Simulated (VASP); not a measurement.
# Cu (I4/mmm) in VASP: a series of runs, part 2 of 2

VASP 6.6.1. The steps go on from the part before.

## Step 4: Single point, LDA

This run uses another cell than the first one, of 11.46 Å³/atom, 1.048 times its volume.

The input, INCAR:

```
PREC     = Accurate       # precision mode
ENCUT    = 700            # plane-wave cutoff, eV
EDIFF    = 1E-6           # SCF threshold, eV
ISMEAR   = 0              # smearing method
SIGMA    = 0.1            # smearing width, eV
LREAL    = F              # projectors in reciprocal space
LASPH    = T              # aspherical terms in the spheres
NELM     = 120            # most SCF steps
ALGO     = Normal         # electronic algorithm
ISIF     = 2              # what is computed and relaxed
LWAVE    = F              # write WAVECAR
LCHARG   = F              # write CHGCAR
NBANDS   = 16             # bands
GGA_COMPAT= F
```

The input, KPOINTS:

```
Automatic mesh
0
Gamma
  8 8 8
```

The input, POSCAR:

```
Cu
1.0
   -1.4427933200      1.4427933200      1.3760814500
    1.4427933200     -1.4427933200      1.3760814500
    1.4427933200      1.4427933200     -1.3760814500
Cu
1
Direct
    0.0000000000      0.0000000000      0.0000000000
```

Potentials or basis: VASP PAW LDA potentials, release 64 (Cu_sv_GW).

Command:

```bash
$ cat potpaw_LDA.64/Cu_sv_GW/POTCAR > POTCAR
$ mpirun -np 1 vasp_std > vasp.out
```

OUTCAR:

```text
PREC = Accurate
   ENCUT = 700
   EDIFF = 1E-6
   ISMEAR = 0
   LREAL = F
   LASPH = T
   NELM = 120
   ISIF = 2

 ion  position               nearest neighbor table
   1  0.000  0.000  0.000-

  LATTYP: Found a body centered tetragonal cell.
 ALAT       =     2.8855866400
 C/A-ratio  =     0.9537620052

  Lattice vectors:

 A1 = (  -1.4427933200,   1.4427933200,   1.3760814500)
 A2 = (   1.4427933200,  -1.4427933200,   1.3760814500)
 A3 = (   1.4427933200,   1.4427933200,  -1.3760814500)

Analysis of symmetry for initial positions (statically):
=====================================================================
 Subroutine PRICEL returns:
 Original cell was already a primitive cell.

 Routine SETGRP: Setting up the symmetry group for a
 body centered tetragonal supercell.

 Subroutine GETGRP returns: Found 16 space group operations
 (whereof 16 operations were pure point group operations)
 out of a pool of 16 trial point group operations.

The static configuration has the point symmetry D_4h.

Analysis of symmetry for dynamics (positions and initial velocities):
=====================================================================
 Subroutine PRICEL returns:
 Original cell was already a primitive cell.

 Routine SETGRP: Setting up the symmetry group for a
 body centered tetragonal supercell.

 Subroutine GETGRP returns: Found 16 space group operations
 (whereof 16 operations were pure point group operations)
 out of a pool of 16 trial point group operations.

The dynamic configuration has the point symmetry D_4h.

 Subroutine INISYM returns: Found 16 space group operations
 (whereof 16 operations are pure point group operations),
 and found     1 'primitive' translations

----------------------------------------------------------------------------------------

                                     Primitive cell

  volume of cell :      11.4581

  direct lattice vectors                    reciprocal lattice vectors
    -1.442793320  1.442793320  1.376081450     0.000000000  0.346549983  0.363350585
     1.442793320 -1.442793320  1.376081450     0.346549983  0.000000000  0.363350585
     1.442793320  1.442793320 -1.376081450     0.346549983  0.346549983  0.000000000

  length of vectors
     2.461078074  2.461078074  2.461078074     0.502116060  0.502116060  0.490095685

  position of ions in fractional coordinates (direct lattice)
     0.000000000  0.000000000  0.000000000

  ion indices of the primitive-cell ions
   primitive index   ion index
                 1           1

----------------------------------------------------------------------------------------

 KPOINTS: Automatic mesh

Automatic generation of k-mesh.
 Grid dimensions read from file:
 generate k-points for:    8    8    8

 Generating k-lattice:

  Cartesian coordinates                     Fractional coordinates (reciprocal lattice)
     0.000000000  0.043318748  0.045418823     0.125000000 -0.000000000  0.000000000
     0.043318748  0.000000000  0.045418823    -0.000000000  0.125000000  0.000000000
     0.043318748  0.043318748  0.000000000     0.000000000  0.000000000  0.125000000

  Length of vectors
     0.062764508  0.062764508  0.061261961

  Shift w.r.t. Gamma in fractional coordinates (k-lattice)
     0.000000000  0.000000000  0.000000000

 Subroutine IBZKPT returns following result:
 ===========================================

 Found     59 irreducible k-points:

 Following reciprocal coordinates:
            Coordinates               Weight
  0.000000  0.000000  0.000000      1.000000
  0.125000 -0.000000  0.000000      8.000000
  0.250000 -0.000000  0.000000      8.000000
  0.375000 -0.000000  0.000000      8.000000
  0.500000 -0.000000  0.000000      4.000000
  0.125000  0.125000  0.000000      8.000000
[... 16 lines left out ...]
  0.250000  0.125000  0.125000     16.000000
  0.375000  0.125000  0.125000      8.000000
 [... further k-points ...]
   k-points           NKPTS =     59   k-points in BZ     NKDIM =     59   number of bands    NBANDS=     16
   number of dos      NEDOS =    301   number of ions     NIONS =      1
   total plane-waves  NPLWV =  13824
   dimension x,y,z NGX =    24 NGY =   24 NGZ =   24
   dimension x,y,z NGXF=    48 NGYF=   48 NGZF=   48
   ions per type =               1
   NGX,Y,Z   is equivalent  to a cutoff of  16.21, 16.21, 16.21 a.u.
   NGXF,Y,Z  is equivalent  to a cutoff of  32.42, 32.42, 32.42 a.u.
 SYSTEM =  unknown system
   PREC   = accura    normal or accurate (medium, high low for compatibility)
   ISTART =      0    job   : 0-new  1-cont  2-samecut
   ICHARG =      2    charge: 1-file 2-atom 10-const
   ISPIN  =      1    spin polarized calculation?
   LNONCOLLINEAR =      F non collinear calculations
   LSORBIT =      F    spin-orbit coupling
   LASPH  =      T    aspherical Exc in radial PAW
   ENCUT  =  700.0 eV  51.45 Ry    7.17 a.u.   5.31  5.31  5.31*2*pi/ulx,y,z
   NELM   =    120;   NELMIN=  2; NELMDL= -5     # of ELM steps
   EDIFF  = 0.1E-05   stopping-criterion for ELM
   LREAL  =      F    real-space projection
   EDIFFG = 0.1E-04   stopping-criterion for IOM
   NSW    =      0    number of steps for IOM
   IBRION =     -1    ionic relax: 0-MD 1-quasi-New 2-CG
   NFREE  =      0    steps in history (QN), initial steepest desc. (CG)
   ISIF   =      2    stress and relaxation
   ISYM   =      2    0-nonsym 1-usesym 2-fastsym
   POTIM  = 0.5000    time-step for ionic-motion
   TEBEG  =    0.0;   TEEND  =   0.0 temperature during run
   PSTRESS=    0.0 pullay stress
   NELECT =      19.0000    total number of electrons
   NUPDOWN=      -1.0000    fix difference up-down
   EMIN   =  10.00;   EMAX   =-10.00  energy-range for DOS
   EFERMI =   0.00;   METHOD = LEGACY
   ISMEAR =     0;   SIGMA  =   0.10  broadening in eV -4-tet -1-fermi 0-gaus
   EFERMI_NEDOS =   21; number of points for ismear=-14 and -15
   IALGO  =     38    algorithm
   IMIX   =      4    mixing-type and parameters
     AMIX     =   0.40;   BMIX     =  1.00
     AMIX_MAG =   1.60;   BMIX_MAG =  1.00
  volume/ion in A,a.u.               =      11.46        77.32
  Fermi-wavevector in a.u.,A,eV,Ry     =   1.937709  3.661739 51.086019  3.754716
  Thomas-Fermi vector in A             =   2.968234
   LORBIT       =      0    0 simple, 1 ext, 2 COOP (PROOUT), +10 PAW based schemes
   GGA     = CA    functional components
   LHFCALC =     F    Hartree Fock is set to
   AEXX    =    0.0000 exact exchange contribution
   IVDW    =     0    specifies the selected vdW correction
   LEPSILON=     F    determine dielectric tensor
   LRPA    =     F    only Hartree local field effects (RPA)
 non-spin polarized calculation
 Gauss-broadening in eV      SIGMA  =   0.10
  energy-cutoff  :      700.00
  volume of cell :       11.46
 maximum number of plane-waves:       498
 NGX is ok and might be reduce to    24
   NGX = 11   NGY = 11   NGZ = 11

 number of electron      19.0000004 magnetization

 Free energy of the ion-electron system (eV)
  ---------------------------------------------------
  ext. energy  EPLUGINS =         0.00000000
  ---------------------------------------------------
  free energy    TOTEN  =        -4.76766720 eV

  energy without entropy =       -4.76259974  energy(sigma->0) =       -4.76513347

 E-fermi :   7.6590     XC(G=0): -14.0221

 val. band max:        7.6396742261   @ k =   0.5000   0.1250   0.0000
 cond. band min:       7.7242057686   @ k =   0.3750   0.1250   0.0000
 fundamental gap:      0.0845315425
 Fermi energy:         7.6590387189

 k-point     1 :       0.0000    0.0000    0.0000
  band No.  band energies     occupation
      1    -104.0021      2.00000
      2     -61.9020      2.00000
      3     -61.9020      2.00000
      4     -61.8960      2.00000
      5      -2.0612      2.00000
      6       4.2065      2.00000
[... 8 lines left out ...]
     15      36.2587      0.00000
     16      36.5070      0.00000

 k-point     2 :       0.1250   -0.0000    0.0000
  band No.  band energies     occupation
      1    -103.9994      2.00000
      2     -61.9183      2.00000
      3     -61.9092      2.00000
      4     -61.8991      2.00000
      5      -1.4414      2.00000
      6       4.1678      2.00000
[... 8 lines left out ...]
     15      33.9449      0.00000
     16      35.7368      0.00000
[... 387 lines left out ...]
      5       2.7594      2.00000
      6       3.5574      2.00000
[... 8 lines left out ...]
     15      38.9258      0.00000
     16      41.8306      0.00000

 k-point    24 :       0.3750    0.1250    0.1250
  band No.  band energies     occupation
      1    -103.9826      2.00000
      2     -62.0091      2.00000
      3     -61.9561      2.00000
      4     -61.9189      2.00000
      5       2.9221      2.00000
      6       3.4681      2.00000
[... 8 lines left out ...]
     15      38.7577      0.00000
     16      43.1753      0.00000

 [... further k-points ...]
[... 5 lines left out ...]
  --------------------------------------------------------------------------------------
  -------------------------------------------------------------------------------------
  Total       -0.8304164     -0.8304164     -0.8184161      0.0000000      0.0000000      0.0000000
  in kB     -116.1165477   -116.1165477   -114.4385562      0.0000000      0.0000000      0.0000000
  external PRESSURE =    -115.5572172 kB  Pullay stress =       0.0000000 kB

 VOLUME and BASIS-vectors are now :
 -----------------------------------------------------------------------------
  energy-cutoff  :      700.00
  volume of cell :       11.46
      direct lattice vectors                 reciprocal lattice vectors
    -1.442793320  1.442793320  1.376081450     0.000000000  0.346549983  0.363350585
     1.442793320 -1.442793320  1.376081450     0.346549983  0.000000000  0.363350585
     1.442793320  1.442793320 -1.376081450     0.346549983  0.346549983  0.000000000

 POSITION                                       TOTAL-FORCE (eV/Angst)
 -----------------------------------------------------------------------------------
      0.00000      0.00000      0.00000        -0.000000      0.000000     -0.000000
 -----------------------------------------------------------------------------------
    total drift:                               -0.000000      0.000000      0.000000

  FREE ENERGIE OF THE ION-ELECTRON SYSTEM (eV)
  ---------------------------------------------------
  free  energy   TOTEN  =        -4.7676672028 eV

  energy  without entropy=       -4.7625997390  energy(sigma->0) =       -4.76513347
```

It took 11 s on 1 thread of AMD EPYC 9R45 (Zen 5), shared host; peak memory 0.12 GiB.

Results:

| Item | Value |
| --- | --- |
| Free energy | -4.7677 eV |
| Pressure | -11.6 GPa |

Caveat: the k points lie up to 0.39 Å⁻¹ apart.

## Step 5: Single point, LDA

INCAR is that of step 4.

The input, KPOINTS:

```
regular mesh
0
Gamma
  20 20 20
```

The input, POSCAR:

```
Cu
1.0
   -1.4275229678      1.4275229678      1.3411469825
    1.4275229678     -1.4275229678      1.3411469825
    1.4275229678      1.4275229678     -1.3411469825
Cu
1
Direct
    0.0000000000      0.0000000000      0.0000000000
```

Command:

```bash
$ cat potpaw_LDA.64/Cu_sv_GW/POTCAR > POTCAR
$ mpirun -np 1 vasp_std > vasp.out
```

It took 58 s on 1 thread of Intel Xeon 6975P-C (Granite Rapids), shared host; peak memory 0.31 GiB.

Results (log left out):

- Free energy: -4.8147 eV
- Pressure: -4.4 GPa

Levels at points of the mesh, in eV from the Fermi level:
| k point | band 6 | band 7 | band 8 | band 9 | band 10 | band 11 | band 12 | band 13 | band 14 | band 15 |
| --- | --- | --- | --- | --- | --- | --- | --- | --- | --- | --- |
| (0.00, 0.00, 0.00) | -3.59 | -3.30 | -3.30 | -2.41 | -2.10 | 25.19 | 25.19 | 26.95 | 29.48 | 29.64 |
| (0.50, 0.00, 0.00) | -4.33 | -2.28 | -1.98 | -1.41 | -0.66 | 4.99 | 17.59 | 17.74 | 21.83 | 25.09 |
| (0.50, 0.50, 0.00) | -3.98 | -2.50 | -2.19 | -1.44 | -1.16 | 4.27 | 19.28 | 19.69 | 23.39 | 26.54 |
| (0.50, 0.50, 0.50) | -5.11 | -1.63 | -1.63 | -1.56 | 7.62 | 7.62 | 10.14 | 13.67 | 14.42 | 17.69 |

## Step 6: The runs side by side

```csv
task,potentials or basis,cell,k mesh,cutoff (eV),smearing,second run,gap on the mesh (eV),pressure (GPa)
single point,"VASP PAW LDA potentials, release 64 (Cu)","a = 2.424 Å, angles 107.8, 107.8, 112.8°, 1 atom",24 × 24 × 24,520,fermi-dirac 0.15 eV,-,none,0.9
relaxation of cell and atoms,"VASP PAW LDA potentials, release 64 (Cu)","relaxed from a = 2.424 Å, angles 107.8, 107.8, 112.8°, 1 atom",24 × 24 × 24,600,fermi-dirac 0.15 eV,-,none,0.0
single point,"VASP PAW LDA potentials, release 64 (Cu_sv_GW)","a = 2.461 Å, angles 108.2, 108.2, 112.0°, 1 atom",8 × 8 × 8,700,gaussian 0.1 eV,valence_matched,none,-11.6
single point,"VASP PAW LDA potentials, release 64 (Cu_sv_GW)","a = 2.424 Å, angles 107.8, 107.8, 112.8°, 1 atom",20 × 20 × 20,700,gaussian 0.1 eV,valence_matched,none,-4.4
```

Alike in all rows: level LDA; no spin polarisation.

Caveats: some runs use coarse meshes.

Total energies depend on the potentials used, so only differences within one code and one set of settings carry meaning.
